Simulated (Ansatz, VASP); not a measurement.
Pt in VASP and in Ansatz

File INCAR:

```
  PREC = Accurate
  ENCUT = 520
  EDIFF = 1E-6
  ISMEAR = -1
  SIGMA = 0.01
  LREAL = F
  LASPH = T
  NELM = 100
  ALGO = Normal
  ISIF = 2
  LWAVE = F
  LCHARG = F
  NBANDS = 17
```

File KPOINTS:

```
Automatic mesh
0
Gamma
  7 7 4
```

The input POSCAR:

```
Pt
1.0
    2.7606660000      0.0000000000      0.0000000000
   -1.3803330000      2.3908068874      0.0000000000
    0.0000000000      0.0000000000      4.7921340000
Pt
2
Direct
    0.6666670000      0.3333330000      0.7500000000
    0.3333330000      0.6666670000      0.2500000000
```

Input for Ansatz:

```yaml
crystal:
  lattice:
    - [2.760666, 0.0, 0.0]
    - [-1.3803329999999994, 2.390806887363971, 0.0]
    - [0.0, 0.0, 4.792134]
  atoms:
    - { symbol: Pt, position: [0.666667, 0.333333, 0.7499999999999999] }
    - { symbol: Pt, position: [0.33333299999999993, 0.666667, 0.25] }
kpoints:
  mp_grid:
    grid: [7, 7, 4]
    shift: [0.0, 0.0, 0.0]
hamiltonian:
  xc: lda
  pseudopotentials:
    kind: all_electron
    lapw: {}
scf:
  algorithm: density_mixing
  n_extra_bands: 6
  convergence:
    dr2_threshold: 1.0e-08
  occupations:
    method: fermi_dirac
    width: 0.01
output:
  forces: true
  stress: true
  eigenvalues: true
```

Alike in both runs: task single point; functional LDA; k mesh 7 × 7 × 4; occupations fermi-dirac, width 0.01 eV; no spin polarisation.

|  | VASP | Ansatz |
| --- | --- | --- |
| version | VASP 6.6.1 | Ansatz 0.2.0 |
| potentials or method | VASP PAW LDA potentials, release 64 (Pt), cutoff 520 eV | all-electron (LAPW or listed datasets) |

```tsv
	VASP	Ansatz	Ansatz less VASP
gap on the k mesh at the Fermi level (eV)	none	none	-
pressure (GPa)	-15.1	-15.7	-0.62
traceless stress, the component that is largest in VASP (GPa)	4.13	5.09	+0.958
```

LDA's correlation is that of Perdew and Zunger in VASP and of Perdew and Wang (1992) in Ansatz. A gap of «none» marks a metal or a gap that the smearing closes. Ansatz ran all-electron here, and VASP with PAW potentials. Ansatz's warnings: structure snapped to symmetry.

The k mesh is coarse, so the values compare programs but aren't converged. Neither program's run includes spin-orbit coupling.
